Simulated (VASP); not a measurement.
Runs of VASP 6.6.1 on BeSe2. The structure is that of space group F-43m (No. 216), or close to it. The cells are those of the table. The cell was generated, and may not be a known phase.

```csv
task,cell,k mesh,cutoff (eV),gap on the mesh (eV),pressure (GPa),relaxed volume (Å³/atom)
single point,"a = 4.474 Å, angles 60.0°, 3 atoms",4 × 4 × 4,520,none,-0.1,-
single point,"a = 4.438 Å, angles 60.0°, 3 atoms",12 × 12 × 12,520,none,0.0,-
relaxation of cell and atoms,"relaxed from a = 4.433 Å, angles 60.0°, 3 atoms",12 × 12 × 12,600,none,0.0,20.61
relaxation of cell and atoms,"relaxed from a = 4.784 Å, angles 60.0°, 3 atoms",4 × 4 × 4,600,none,-0.1,(a)
```

Alike in all rows: level PBE; potentials or basis VASP PAW PBE potentials, release 64 (Be, Se); no spin polarisation; smearing gaussian 0.1 eV.

Problem. Fill in the values left out.

Solution. (a) 21.11.

Caveats: some runs use coarse meshes; the volume moved by over 15 % at a fixed basis, so the end points are rough (at least some runs).

A k mesh can miss the band edges, and the runs leave out spin-orbit coupling on Se.

A gap of «none» marks levels without a gap at the run's occupations.
